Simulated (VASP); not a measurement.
Input of a VASP 6.6.1 run:

File INCAR:

```
PREC = Accurate
ENCUT = 520
EDIFF = 1E-7
ISMEAR = 0
SIGMA = 0.1
LREAL = False
LASPH = True
NELM = 100
ALGO = Normal
ISIF = 2
LWAVE = False
LCHARG = True
GGA = PE
LELF = True
LVHAR = True
NBANDS = 49
```

The input KPOINTS:

```
regular mesh
0
Gamma
  6 6 6
```

Contents of POSCAR:

```
Ga2Si3
1.0
    3.1932178781      1.8436052015      5.1267445947
   -3.1932178781      1.8436052015      5.1267445947
    0.0000000000     -3.6872104030      5.1267445947
Ga Si
4 6
Direct
    0.9062911497      0.9062911497      0.9062911497
    0.5937088503      0.5937088503      0.5937088503
    0.0937088503      0.0937088503      0.0937088503
    0.4062911497      0.4062911497      0.4062911497
   -0.0217015207      0.5217015207      0.7500000000
    0.7500000000     -0.0217015207      0.5217015207
    0.5217015207      0.7500000000     -0.0217015207
    1.0217015207      0.4782984793      0.2500000000
    0.2500000000      1.0217015207      0.4782984793
    0.4782984793      0.2500000000      1.0217015207
```

Potentials or basis: VASP PAW PBE potentials, release 64 (Ga_d, Si).

Command:

```bash
$ cat potpaw_PBE.64/Ga_d/POTCAR potpaw_PBE.64/Si/POTCAR > POTCAR
$ mpirun -np 1 vasp_std > vasp.out
```

(1) What does it give for the band gap on the k mesh?

(2) Estimate the largest force.

Results:

(1) zero (bands 38 and 39 overlap by 1.65 eV).

(2) 0.008 eV/Å.
